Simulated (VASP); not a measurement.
A run of VASP 6.6.1 is set up as follows.

INCAR

```
PREC     = Accurate       # precision mode
ENCUT    = 520            # plane-wave cutoff, eV
EDIFF    = 1E-6           # SCF threshold, eV
ISMEAR   = -1             # smearing method
SIGMA    = 0.05           # smearing width, eV
LREAL    = F              # projectors in reciprocal space
LASPH    = T              # aspherical terms in the spheres
NELM     = 60             # most SCF steps
ALGO     = Normal         # electronic algorithm
ISIF     = 2              # what is computed and relaxed
LWAVE    = F              # write WAVECAR
LCHARG   = F              # write CHGCAR
GGA      = PE             # functional
NBANDS   = 10             # bands
```

File KPOINTS:

```
regular mesh
0
Gamma
  12 12 12
```

Contents of POSCAR:

```
Na
1.0
    2.9606542260      0.0000000000      0.0000000000
    0.0000000000      2.9606542260      0.0000000000
    0.0000000000      0.0000000000      2.9606542260
Na
1
Direct
    0.0000000000      0.0000000000      0.0000000000
```

Potentials or basis: VASP PAW PBE potentials, release 64 (Na_pv).

Run with:

```sh
$ cat potpaw_PBE.64/Na_pv/POTCAR > POTCAR
$ mpirun -np 1 vasp_std > vasp.out
```

Task: What does it give for the pressure?

Result: 5.7 GPa.
